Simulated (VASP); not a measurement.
A run of VASP 6.6.1 is set up as follows.

The input INCAR:

```
SYSTEM = Si
PREC = Accurate ; ENCUT = 520
EDIFF = 1E-6 ; ISMEAR = 0
SIGMA = 0.05 ; LREAL = .FALSE.
LASPH = .TRUE. ; NELM = 60
ALGO = Normal ; ISIF = 2
LWAVE = .FALSE. ; LCHARG = .FALSE.
GGA = PE ; NBANDS = 16
```

File KPOINTS:

```
Automatic mesh
0
G
  12 12 6
  0 0 0
```

File POSCAR:

```
Si
1.0
    3.9184761432     -0.1155324661      0.0000000000
   -2.0592921222      3.3345363914      0.0000000000
    0.0000000000      0.0000000000      6.3646810974
Si
4
Direct
    0.3333333333      0.6666666667      0.0629320729
    0.6666666667      0.3333333333      0.5629320729
    0.3333333333      0.6666666667      0.4370679271
    0.6666666667      0.3333333333      0.9370679271
```

Potentials or basis: VASP PAW PBE potentials, release 64 (Si).

The run is started by

```sh
$ cat potpaw_PBE.64/Si/POTCAR > POTCAR
$ mpirun -np 1 vasp_std > vasp.out
```

Predict the band gap on the k mesh.

0.07 eV, indirect (least direct gap 0.54 eV).

Estimate the pressure.

0.3 GPa.

Stress tensor (GPa, compression positive):
```
-2.47  5.03  0.00
 5.03  3.40  0.00
 0.00  0.00  0.00
```

Caveat: the cell differs from its parent crystal (engineering shear strain xy -0.0600, strain +e along x and -e along y +0.0175). A k mesh can miss the band edges.
